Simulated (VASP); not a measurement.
# Ta2AlN3 (P-6) in VASP: relaxation of cell and atoms with PBE

Aim: the relaxation of cell and atoms of Ta2AlN3 with PBE.

Program: VASP 6.6.1. These are calculated values, not measurements. Logs are shortened: lines on timing, memory, paths and dates and some standing lists are left out, and cuts for length are marked.

### Step 1. The cell of the first run

Symmetry: P-6, No. 174, hexagonal system. Conventional cell: a = 5.174 Å, b = 5.174 Å, c = 2.846 Å, α = 90.00°, β = 90.00°, γ = 120.00°. Within 3.0 Å of Ta (site symmetry -6) lie 6 N at 2.15 Å and 2 Ta at 2.85 Å and 3 Al at 2.99 Å. Within 2.7 Å of Ta (site symmetry -6) lie 3 N at 2.05 Å. Within 3.0 Å of Al (site symmetry -6) lie 6 N at 2.12 Å and 2 Al at 2.85 Å and 3 Ta at 2.99 Å. Within 2.9 Å of N (site symmetry m) lie 3 Ta at 2.05 to 2.15 Å and 2 Al at 2.12 Å and 6 N at 2.71 to 2.85 Å.

### Step 2. Relaxation of cell and atoms, PBE

The input, INCAR:

```
SYSTEM = Ta2AlN3
PREC = Accurate
ENCUT = 600
EDIFF = 1E-6
ISMEAR = 0
SIGMA = 0.1
LREAL = .FALSE.
LASPH = .TRUE.
NELM = 60
ALGO = Normal
ISIF = 3
LWAVE = .FALSE.
LCHARG = .FALSE.
GGA = PE
IBRION = 2
NSW = 100
EDIFFG = -0.01
```

The input, KPOINTS:

```
regular mesh
0
G
  12 12 14
  0 0 0
```

The input, POSCAR:

```
Ta2AlN3
1.0
    5.1743825118      0.0000000000      0.0000000000
   -2.5871912559      4.4811467041      0.0000000000
    0.0000000000      0.0000000000      2.8455805969
Ta Al N
2 1 3
Direct
    0.3333333333      0.6666666667      0.5000000000
    0.0000000000      0.0000000000      0.0000000000
    0.6666666667      0.3333333333      0.5000000000
    0.3979951094      0.0054789759      0.0000000000
    0.6074838665      0.6020048906      0.0000000000
    0.9945210241      0.3925161335      0.0000000000
```

Potentials or basis: VASP PAW PBE potentials, release 64 (Ta_pv, Al, N).

Command:

```bash
> cat potpaw_PBE.64/Ta_pv/POTCAR potpaw_PBE.64/Al/POTCAR potpaw_PBE.64/N/POTCAR > POTCAR
> mpirun -np 1 vasp_std > vasp.out
```

OUTCAR:

```text
SYSTEM = Ta2AlN3
   PREC = Accurate
   ENCUT = 600
   EDIFF = 1E-6
   ISMEAR = 0
   LREAL = .FALSE.
   LASPH = .TRUE.
   NELM = 60
   ISIF = 3
   GGA = PE
   IBRION = 2
   NSW = 100
   EDIFFG = -0.01

 ion  position               nearest neighbor table
   1  0.333  0.667  0.500-   4 2.15   4 2.15   6 2.15   6 2.15   5 2.15   5 2.15   3 2.99   3 2.99
                             3 2.99   2 3.31   2 3.31   2 3.31   2 3.31   2 3.31   2 3.31
   2  0.000  0.000  0.000-   5 2.05   6 2.05   4 2.05   3 3.31   1 3.31   1 3.31   3 3.31   1 3.31
                             1 3.31   3 3.31   3 3.31   3 3.31   3 3.31   1 3.31   1 3.31
   3  0.667  0.333  0.500-   6 2.12   6 2.12   4 2.12   4 2.12   5 2.12   5 2.12   1 2.99   1 2.99
                             1 2.99   2 3.31   2 3.31   2 3.31   2 3.31   2 3.31   2 3.31
   4  0.398  0.005  0.000-   2 2.05   3 2.12   3 2.12   1 2.15   1 2.15
   5  0.607  0.602  0.000-   2 2.05   3 2.12   3 2.12   1 2.15   1 2.15
   6  0.995  0.393  0.000-   2 2.05   3 2.12   3 2.12   1 2.15   1 2.15

  LATTYP: Found a hexagonal cell.
 ALAT       =     5.1743825118
 C/A-ratio  =     0.5499362659

  Lattice vectors:

 A1 = (   5.1743825118,   0.0000000000,   0.0000000000)
 A2 = (  -2.5871912559,   4.4811467041,   0.0000000000)
 A3 = (   0.0000000000,   0.0000000000,   2.8455805969)

Analysis of symmetry for initial positions (statically):
=====================================================================
 Subroutine PRICEL returns:
 Original cell was already a primitive cell.

 Routine SETGRP: Setting up the symmetry group for a
 hexagonal supercell.

 Subroutine GETGRP returns: Found  6 space group operations
 (whereof  6 operations were pure point group operations)
 out of a pool of 24 trial point group operations.

The static configuration has the point symmetry C_3h.

Analysis of symmetry for dynamics (positions and initial velocities):
=====================================================================
 Subroutine PRICEL returns:
 Original cell was already a primitive cell.

 Routine SETGRP: Setting up the symmetry group for a
 hexagonal supercell.

 Subroutine GETGRP returns: Found  6 space group operations
 (whereof  6 operations were pure point group operations)
 out of a pool of 24 trial point group operations.

The dynamic configuration has the point symmetry C_3h.

 Subroutine INISYM returns: Found  6 space group operations
 (whereof  6 operations are pure point group operations),
 and found     1 'primitive' translations

----------------------------------------------------------------------------------------

                                     Primitive cell

  volume of cell :      65.9810

  direct lattice vectors                    reciprocal lattice vectors
     5.174382512  0.000000000  0.000000000     0.193259775  0.111578583  0.000000000
    -2.587191256  4.481146704  0.000000000     0.000000000  0.223157166  0.000000000
     0.000000000  0.000000000  2.845580597     0.000000000  0.000000000  0.351422132

  length of vectors
     5.174382512  5.174382512  2.845580597     0.223157166  0.223157166  0.351422132

  position of ions in fractional coordinates (direct lattice)
     0.333333333  0.666666667  0.500000000
     0.000000000  0.000000000  0.000000000
     0.666666667  0.333333333  0.500000000
     0.397995109  0.005478976  0.000000000
     0.607483866  0.602004891  0.000000000
     0.994521024  0.392516134  0.000000000

  ion indices of the primitive-cell ions
   primitive index   ion index
                 1           1
                 2           2
                 3           3
                 4           4
                 5           5
                 6           6

----------------------------------------------------------------------------------------

 KPOINTS: regular mesh

Automatic generation of k-mesh.
 Grid dimensions read from file:
 generate k-points for:   12   12   14

 Generating k-lattice:

  Cartesian coordinates                     Fractional coordinates (reciprocal lattice)
     0.016104981  0.009298215  0.000000000     0.083333333  0.000000000  0.000000000
     0.000000000  0.018596431  0.000000000     0.000000000  0.083333333  0.000000000
     0.000000000  0.000000000  0.025101581     0.000000000  0.000000000  0.071428571

  Length of vectors
     0.018596431  0.018596431  0.025101581

  Shift w.r.t. Gamma in fractional coordinates (k-lattice)
     0.000000000  0.000000000  0.000000000

 Subroutine IBZKPT returns following result:
 ===========================================

 Found    208 irreducible k-points:

 Following reciprocal coordinates:
            Coordinates               Weight
  0.000000  0.000000  0.000000      1.000000
  0.083333  0.000000  0.000000      6.000000
  0.166667  0.000000  0.000000      6.000000
  0.250000  0.000000  0.000000      6.000000
  0.333333 -0.000000  0.000000      6.000000
  0.416667  0.000000  0.000000      6.000000
[... 16 lines left out ...]
  0.250000  0.250000  0.000000      6.000000
  0.333333  0.250000  0.000000      6.000000
 [... further k-points ...]
   k-points           NKPTS =    208   k-points in BZ     NKDIM =    208   number of bands    NBANDS=     24
   number of dos      NEDOS =    301   number of ions     NIONS =      6
   total plane-waves  NPLWV =  42336
   dimension x,y,z NGX =    42 NGY =   42 NGZ =   24
   dimension x,y,z NGXF=    84 NGYF=   84 NGZF=   48
   ions per type =               2   1   3
   NGX,Y,Z   is equivalent  to a cutoff of  13.49, 13.49, 14.02 a.u.
   NGXF,Y,Z  is equivalent  to a cutoff of  26.99, 26.99, 28.04 a.u.
 SYSTEM =  Ta2AlN3
   PREC   = accura    normal or accurate (medium, high low for compatibility)
   ISTART =      0    job   : 0-new  1-cont  2-samecut
   ICHARG =      2    charge: 1-file 2-atom 10-const
   ISPIN  =      1    spin polarized calculation?
   LNONCOLLINEAR =      F non collinear calculations
   LSORBIT =      F    spin-orbit coupling
   LASPH  =      T    aspherical Exc in radial PAW
   ENCUT  =  600.0 eV  44.10 Ry    6.64 a.u.  10.33 10.33  5.68*2*pi/ulx,y,z
   NELM   =     60;   NELMIN=  2; NELMDL= -5     # of ELM steps
   EDIFF  = 0.1E-05   stopping-criterion for ELM
   LREAL  =      F    real-space projection
   EDIFFG = -.1E-01   stopping-criterion for IOM
   NSW    =    100    number of steps for IOM
   IBRION =      2    ionic relax: 0-MD 1-quasi-New 2-CG
   NFREE  =      1    steps in history (QN), initial steepest desc. (CG)
   ISIF   =      3    stress and relaxation
   ISYM   =      2    0-nonsym 1-usesym 2-fastsym
   POTIM  = 0.5000    time-step for ionic-motion
   TEBEG  =    0.0;   TEEND  =   0.0 temperature during run
   PSTRESS=    0.0 pullay stress
   NELECT =      40.0000    total number of electrons
   NUPDOWN=      -1.0000    fix difference up-down
   EMIN   =  10.00;   EMAX   =-10.00  energy-range for DOS
   EFERMI =   0.00;   METHOD = LEGACY
   ISMEAR =     0;   SIGMA  =   0.10  broadening in eV -4-tet -1-fermi 0-gaus
   EFERMI_NEDOS =   21; number of points for ismear=-14 and -15
   IALGO  =     38    algorithm
   IMIX   =      4    mixing-type and parameters
     AMIX     =   0.40;   BMIX     =  1.00
     AMIX_MAG =   1.60;   BMIX_MAG =  1.00
  volume/ion in A,a.u.               =      11.00        74.21
  Fermi-wavevector in a.u.,A,eV,Ry     =   1.385549  2.618308 26.119740  1.919747
  Thomas-Fermi vector in A             =   2.509949
   LORBIT       =      0    0 simple, 1 ext, 2 COOP (PROOUT), +10 PAW based schemes
   GGA     = PE    functional components
   LHFCALC =     F    Hartree Fock is set to
   AEXX    =    0.0000 exact exchange contribution
   IVDW    =     0    specifies the selected vdW correction
   LEPSILON=     F    determine dielectric tensor
   LRPA    =     F    only Hartree local field effects (RPA)
 conjugate gradient relaxation of ions
 non-spin polarized calculation
 Gauss-broadening in eV      SIGMA  =   0.10
  energy-cutoff  :      600.00
  volume of cell :       65.98
 maximum number of plane-waves:      2232
 NGX is ok and might be reduce to    42
   NGX = 21   NGY = 21   NGZ = 11

--------------------------------------- Ionic step        1  -------------------------------------------

 number of electron      39.9999998 magnetization

 Free energy of the ion-electron system (eV)
  ---------------------------------------------------
  ext. energy  EPLUGINS =         0.00000000
  ---------------------------------------------------
  free energy    TOTEN  =       -57.54215902 eV

  energy without entropy =      -57.54006717  energy(sigma->0) =      -57.54111310

------------------------ aborting loop because EDIFF is reached ----------------------------------------

  FORCE on cell =-STRESS in cart. coord.  units (eV):
  Direction    XX          YY          ZZ          XY          YZ          ZX
  --------------------------------------------------------------------------------------
  -------------------------------------------------------------------------------------
  Total        0.0639961      0.0639961      0.5602249     -0.0000001      0.0000000      0.0000000
  in kB        1.5539804      1.5539804     13.6036183     -0.0000025      0.0000000      0.0000000
  external PRESSURE =       5.5705263 kB  Pullay stress =       0.0000000 kB
[... 305 lines left out ...]
  energy  without entropy=      -57.5409318032  energy(sigma->0) =      -57.54196958

--------------------------------------- Ionic step        9  -------------------------------------------

 number of electron      39.9999997 magnetization

 Free energy of the ion-electron system (eV)
  ---------------------------------------------------
  ext. energy  EPLUGINS =         0.00000000
  ---------------------------------------------------
  free energy    TOTEN  =       -57.54303169 eV

  energy without entropy =      -57.54094915  energy(sigma->0) =      -57.54199042

 E-fermi :   7.9557     XC(G=0): -12.4503

 val. band max:        7.9505457516   @ k =   0.0833   0.0833   0.1429
 cond. band min:       7.9748022086   @ k =   0.3333   0.3333   0.2143
 fundamental gap:      0.0242564570
 Fermi energy:         7.9557276437

 k-point     1 :       0.0000    0.0000    0.0000
  band No.  band energies     occupation
      1     -27.3463      2.00000
      2     -27.3463      2.00000
      3     -26.8853      2.00000
      4     -26.8853      2.00000
      5     -26.8118      2.00000
      6     -26.1911      2.00000
[... 637 lines left out ...]
     23      11.4039      0.00000
     24      11.4931      0.00000

 [... further k-points ...]

------------------------ aborting loop because EDIFF is reached ----------------------------------------

  FORCE on cell =-STRESS in cart. coord.  units (eV):
  Direction    XX          YY          ZZ          XY          YZ          ZX
  --------------------------------------------------------------------------------------
  -------------------------------------------------------------------------------------
  Total       -0.0027826     -0.0027826      0.0020982     -0.0000001      0.0000000      0.0000000
  in kB       -0.0674725     -0.0674725      0.0508760     -0.0000029      0.0000000      0.0000000
  external PRESSURE =      -0.0280230 kB  Pullay stress =       0.0000000 kB
[... 21 lines left out ...]
  FREE ENERGIE OF THE ION-ELECTRON SYSTEM (eV)
  ---------------------------------------------------
  free  energy   TOTEN  =       -57.5430316863 eV

  energy  without entropy=      -57.5409491477  energy(sigma->0) =      -57.54199042

 reached required accuracy - stopping structural energy minimisation
```

Run time: 26 min. Hardware: 1 thread of Intel Xeon Platinum 8259CL at 2.50GHz (Skylake/Cascade Lake), shared host; peak memory 0.5 GiB.

What came out:

```yaml
Free_energy: -57.5430 eV
Relaxed_volume: 11.01 Å³/atom
Relaxed_cell: a = 5.173 Å, b = 5.173 Å, c = 2.851 Å, α = 90.00°, β = 90.00°, γ = 120.00°
Space_group_after_relaxing_to_0.1_Å: P-6 (No. 174)
Energy_gained_by_relaxing: 0.1 meV/atom
Ionic_steps: 9
Pressure_after_relaxing: 0.0 GPa
Largest_force_after_relaxing: 0.004 eV/Å
Band_gap_on_the_k_mesh: zero (bands 20 and 21 overlap by 0.66 eV)
```

Forces in eV/Å, atoms in the order of the input:
```
Ta   0.000  0.000  0.000
Ta   0.000  0.000  0.000
Al   0.000  0.000  0.000
N    0.004  0.001  0.000
N   -0.001 -0.004  0.000
N   -0.002  0.003  0.000
```

Step by step:
| step | energy change (eV) | largest force (eV/Å) | pressure (GPa) | volume (Å³) |
| --- | --- | --- | --- | --- |
| 1 | 0.0000 | 0.0728 | 0.56 | 65.98 |
| 2 | 0.0004 | 0.0533 | -1.14 | 66.35 |
| 3 | -0.0007 | 0.0200 | -0.21 | 66.14 |
| 4 | -0.0008 | 0.0156 | 0.10 | 66.05 |
| 5 | -0.0008 | 0.0166 | 0.03 | 66.08 |
| 6 | -0.0008 | 0.0165 | 0.03 | 66.08 |
| 7 | -0.0008 | 0.0170 | -0.03 | 66.09 |
| 8 | -0.0008 | 0.0164 | 0.00 | 66.08 |
| 9 | -0.0009 | 0.0037 | 0.00 | 66.08 |

Final structure:
```
CELL_PARAMETERS angstrom
5.17269 0.00000 0.00000
-2.58635 4.47968 0.00000
0.00000 0.00000 2.85150
ATOMIC_POSITIONS crystal
Ta 0.33333 0.66667 0.50000
Ta 0.00000 0.00000 0.00000
Al 0.66667 0.33333 0.50000
N 0.39862 0.00592 0.00000
N 0.60731 0.60138 0.00000
N 0.99408 0.39269 0.00000
```

Caveat: spin-orbit coupling is left out, which moves the levels of the heavy elements.

The gap in the log of VASP goes by the Fermi energy; the results here count the filled bands.